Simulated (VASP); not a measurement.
Wanted: the native input for a VASP 6.6.1 run.

```
Task                   : single point
Functional             : PBE
Potentials or basis    : VASP PAW PBE potentials, release 64 (Ga_d, Sb)
Cutoff                 : 520 eV
k mesh                 : 8 × 8 × 8
Occupations            : fermi-dirac, width 0.02 eV
Spin                   : no spin polarisation
Dipole correction      : no
Further INCAR settings : ALGO = Normal; EDIFF = 1e-06; NBANDS = 16
```

The structure of GaSb lies in POSCAR:

```
GaSb
1.0
    0.0000000000      3.1271963739      3.1271963739
    3.1271963739      0.0000000000      3.1271963739
    3.1271963739      3.1271963739      0.0000000000
Ga Sb
1 1
Direct
    0.0000000000      0.0000000000      0.0000000000
    0.2500000000      0.2500000000      0.2500000000
```

This cell differs from its parent crystal: strain +2.0%.

These files were run (other wordings do the same):

INCAR

```
ALGO = Normal ; EDIFF = 1E-6
ENCUT = 520 ; GGA = PE
ISIF = 2 ; ISMEAR = -1
LASPH = True ; LCHARG = True
LELF = True ; LREAL = False
LVHAR = True ; LWAVE = False
NBANDS = 16 ; NELM = 100
PREC = Accurate ; SIGMA = 0.02
```

KPOINTS

```
k-points
0
Gamma
  8 8 8
```

Potentials or basis: VASP PAW PBE potentials, release 64 (Ga_d, Sb).

Run with:

```bash
$ cat potpaw_PBE.64/Ga_d/POTCAR potpaw_PBE.64/Sb/POTCAR > POTCAR
$ mpirun -np 1 vasp_std > vasp.out
```

It gave:

```json
{
 "Pressure": "-0.8 GPa",
 "Band gap on the k mesh": "zero (filled and empty bands touch)"
}
```

Caveat: the cell differs from its parent crystal (strain +2.0%); spin-orbit coupling is left out, which moves the levels of the heavy elements.

Wall time 30 s on 1 thread of Intel Xeon 6975P-C, on a shared host, peak memory 0.21 GiB.
